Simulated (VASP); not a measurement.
A run of VASP 6.6.1 is set up as follows.

File INCAR:

```
SYSTEM = Al
PREC     = Accurate       ! precision mode
ENCUT    = 500            ! plane-wave cutoff, eV
EDIFF    = 1E-6           ! SCF threshold, eV
ISMEAR   = 0              ! smearing method
SIGMA    = 0.1            ! smearing width, eV
LREAL    = .FALSE.        ! projectors in reciprocal space
LASPH    = .TRUE.         ! aspherical terms in the spheres
NELM     = 120            ! most SCF steps
ALGO     = Normal         ! electronic algorithm
ISIF     = 2              ! what is computed and relaxed
LWAVE    = .FALSE.        ! write WAVECAR
LCHARG   = .FALSE.        ! write CHGCAR
GGA      = PE             ! functional
IVDW     = 12             ! dispersion correction
NBANDS   = 8              ! bands
GGA_COMPAT= .FALSE.
```

File KPOINTS:

```
Automatic mesh
0
G
  10 10 10
  0 0 0
```

The input POSCAR:

```
Al
1.0
    0.0000000000      2.0194648466      2.0194648466
    2.0194648466      0.0000000000      2.0194648466
    2.0194648466      2.0194648466      0.0000000000
Al
1
Direct
    0.0000000000      0.0000000000      0.0000000000
```

Potentials or basis: VASP PAW PBE potentials, release 64 (Al).

Run with:

```bash
$ cat potpaw_PBE.64/Al/POTCAR > POTCAR
$ mpirun -np 1 vasp_std > vasp.out
```

What does it give for the dispersion energy per atom?

-0.337 eV.

Predict the pressure.

-3.5 GPa.

Caveat: pairwise dispersion overbinds metals, which lowers pressure and volume.
